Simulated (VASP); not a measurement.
Input of a VASP 6.6.1 run:

INCAR

```
PREC = Accurate
ENCUT = 520
EDIFF = 1E-7
ISMEAR = 0
SIGMA = 0.15
LREAL = False
LASPH = True
NELM = 100
ALGO = Fast
ISIF = 2
LWAVE = False
LCHARG = False
GGA = PS
NBANDS = 11
```

Contents of KPOINTS:

```
regular mesh
0
Gamma
  26 26 26
```

POSCAR

```
Pt
1.0
   -1.5136564832      1.5136564832      1.5604706012
    1.5136564832     -1.5136564832      1.5604706012
    1.5136564832      1.5136564832     -1.5604706012
Pt
1
Direct
    0.0000000000      0.0000000000      0.0000000000
```

Potentials or basis: VASP PAW PBE potentials, release 64 (Pt).

Run with:

```bash
$ cat potpaw_PBE.64/Pt/POTCAR > POTCAR
$ mpirun -np 1 vasp_std > vasp.out
```

**Question.** Estimate the band gap on the k mesh.

**Answer.** Zero (band 5 reaches 13.18 eV, above the bottom of band 6 at 10.57 eV).

**Question.** Estimate the pressure.

**Answer.** 19.7 GPa.

Stress tensor (GPa, compression positive):
```
18.54  0.00  0.00
 0.00 18.54  0.00
 0.00  0.00 21.91
```

Caveat: the cell differs from its parent crystal (strain -0.030 along x and y, +0.000 along z); the PAW data sets were made with another functional, which shifts forces and pressure a little; spin-orbit coupling is left out, which moves the levels of the heavy elements.
